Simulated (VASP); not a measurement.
A run of VASP 6.6.1 is set up as follows.

INCAR

```
PREC = Accurate
ENCUT = 520
EDIFF = 1E-6
ISMEAR = 0
SIGMA = 0.1
LREAL = F
LASPH = T
NELM = 200
ALGO = Normal
ISIF = 2
LWAVE = F
LCHARG = F
ISPIN = 2
MAGMOM = 0 0 0 0 0 0 0 0 0 0 0 0 0 0 0 0 0 0 0 0 0 0 0 0 1 0
LORBIT = 11
LDIPOL = T
IDIPOL = 3
DIPOL = 0.5 0.5 0.290
GGA = PE
NBANDS = 52
GGA_COMPAT = F
NELMDL = -8
KPAR = 4
```

KPOINTS

```
Automatic mesh
0
Gamma
  6 4 1
```

The input POSCAR:

```
Be24NO
1.0
    4.5254381411      0.0000000000      0.0000000000
    0.0000000000      7.1336190820      0.0000000000
    0.0000000000      0.0000000000     22.3685529248
Be N O
24 1 1
Direct
    0.0000000000      0.3750000000      0.1788224752
    0.0000000000      0.8750000000      0.1788224752
    0.5000000000      0.3750000000      0.1788224752
    0.5000000000      0.8750000000      0.1788224752
    0.2500000000      0.1250000000      0.2080237711
    0.2500000000      0.6250000000      0.2080237711
    0.7500000000      0.1250000000      0.2080237711
    0.7500000000      0.6250000000      0.2080237711
    0.2500000000      0.3750000000      0.2664263628
    0.2500000000      0.8750000000      0.2664263628
    0.7500000000      0.3750000000      0.2664263628
    0.7500000000      0.8750000000      0.2664263628
    0.0000000000      0.1250000000      0.2903069137
    0.0000000000      0.6250000000      0.2903069137
    0.5000000000      0.1250000000      0.2903069137
    0.5000000000      0.6250000000      0.2903069137
    0.0000000000      0.3750000000      0.3546814205
    0.0000000000      0.8750000000      0.3546814205
    0.5000000000      0.3750000000      0.3546814205
    0.5000000000      0.8750000000      0.3546814205
    0.2500000000      0.1250000000      0.3741213369
    0.2500000000      0.6250000000      0.3741213369
    0.7500000000      0.1250000000      0.3741213369
    0.7500000000      0.6250000000      0.3741213369
    0.7500000000      0.4583333333      0.4232975176
    0.8896786100      0.5980119434      0.4232975176
```

Potentials or basis: VASP PAW PBE potentials, release 64 (Be, N, O).

Command:

```console
$ cat potpaw_PBE.64/Be/POTCAR potpaw_PBE.64/N/POTCAR potpaw_PBE.64/O/POTCAR > POTCAR
$ mpirun -np 4 vasp_std > vasp.out
```

(1) Predict the net moment.

(2) Estimate the largest force.

Results:

(1) 0.00 μB per cell.

(2) 18.647 eV/Å.

Caveat: the standard files for N, O and F lose accuracy on very short bonds.
